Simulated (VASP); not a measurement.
Wanted: the native input for a VASP 6.6.1 run.

| Property | Result |
| --- | --- |
| Task | single point |
| Functional | PBEsol |
| Dispersion | D3(BJ) |
| Potentials or basis | VASP PAW PBE potentials, release 64 (Ce, O) |
| Cutoff | 520 eV |
| k mesh | 8 × 8 × 8 |
| Occupations | gaussian, width 0.05 eV |
| Spin | no spin polarisation |
| Dipole correction | no |
| Further INCAR settings | ALGO = Normal; EDIFF = 1e-07; NBANDS = 19 |

The structure of CeO2 lies in POSCAR:

```
CeO2
1.0
    0.0000000000      2.7048609279      2.7048609279
    2.7048609279      0.0000000000      2.7048609279
    2.7048609279      2.7048609279      0.0000000000
Ce O
1 2
Direct
    0.0000000000      0.0000000000      0.0000000000
    0.2500000000      0.2500000000      0.2500000000
    0.7500000000      0.7500000000      0.7500000000
```

The input as run:

INCAR

```
SYSTEM = CeO2
  PREC = Accurate
  ENCUT = 520
  EDIFF = 1E-7
  ISMEAR = 0
  SIGMA = 0.05
  LREAL = .FALSE.
  LASPH = .TRUE.
  NELM = 100
  ALGO = Normal
  ISIF = 2
  LWAVE = .FALSE.
  LCHARG = .FALSE.
  GGA = PS
  IVDW = 12
  NBANDS = 19
```

KPOINTS

```
Automatic mesh
0
G
  8 8 8
  0 0 0
```

Potentials or basis: VASP PAW PBE potentials, release 64 (Ce, O).

The run is started by

```console
$ cat potpaw_PBE.64/Ce/POTCAR potpaw_PBE.64/O/POTCAR > POTCAR
$ mpirun -np 1 vasp_std > vasp.out
```

It gave:

| Quantity | Value |
| --- | --- |
| Pressure | -4.4 GPa |
| Band gap on the k mesh | 1.95 eV (least direct gap 2.06 eV) |
| Dispersion energy per atom | -0.253 eV |

Caveat: the cell stands under tension; the PAW data sets were made with another functional, which shifts forces and pressure a little; spin-orbit coupling is left out, which moves the levels of the heavy elements; semilocal functionals describe open f shells poorly, which spoils levels, moments and volumes.

Run time: 49 s on 1 thread of AMD EPYC 7R13, with other jobs on the host, peak memory 0.16 GiB.
